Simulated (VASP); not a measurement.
Set up this calculation in VASP 6.6.1, as the native input.

| Property | Result |
| --- | --- |
| Task | single point |
| Functional | PBE |
| Potentials or basis | VASP PAW PBE potentials, release 64 (Ga_d, Sb, As) |
| Cutoff | 520 eV |
| k mesh | 4 × 4 × 2 |
| Occupations | gaussian, width 0.1 eV |
| Spin | no spin polarisation |
| Dipole correction | no |
| Further INCAR settings | ALGO = Normal; EDIFF = 1e-06; NBANDS = 46 |

The structure of Ga4SbAs3 lies in POSCAR:

```
Ga4SbAs3
1.0
    4.1484388000      0.0000000000      0.0000000000
    0.0000000000      4.1484388000      0.0000000000
    0.0000000000      0.0000000000     11.7292885000
Ga Sb As
4 1 3
Direct
    0.5000000000      0.0000000000      0.6385310000
    0.0000000000      0.5000000000      0.8796450000
    0.5000000000      0.0000000000      0.1203550000
    0.0000000000      0.5000000000      0.3614690000
    0.0000000000      0.0000000000      0.5000000000
    0.0000000000      0.0000000000      0.0000000000
    0.5000000000      0.5000000000      0.2409650000
    0.5000000000      0.5000000000      0.7590350000
```

One way to write it, as run:

INCAR

```
SYSTEM = Ga4SbAs3
PREC = Accurate
ENCUT = 520
EDIFF = 1E-6
ISMEAR = 0
SIGMA = 0.1
LREAL = .False.
LASPH = .True.
NELM = 100
ALGO = Normal
ISIF = 2
LWAVE = .False.
LCHARG = .False.
GGA = PE
NBANDS = 46
```

KPOINTS

```
Automatic mesh
0
Gamma
  4 4 2
  0 0 0
```

Potentials or basis: VASP PAW PBE potentials, release 64 (Ga_d, Sb, As).

The run is started by

```sh
$ cat potpaw_PBE.64/Ga_d/POTCAR potpaw_PBE.64/Sb/POTCAR potpaw_PBE.64/As/POTCAR > POTCAR
$ mpirun -np 1 vasp_std > vasp.out
```

Results of the run:

The pressure is 0.4 GPa, the largest force is 0.034 eV/Å and the band gap on the k mesh is zero (filled and empty bands touch).

Caveat: the k points lie up to 0.38 Å⁻¹ apart; spin-orbit coupling is left out, which moves the levels of the heavy elements.

Run time: 3.9 min on 1 thread of AMD EPYC 7R13 (shared host), peak memory 0.32 GiB.
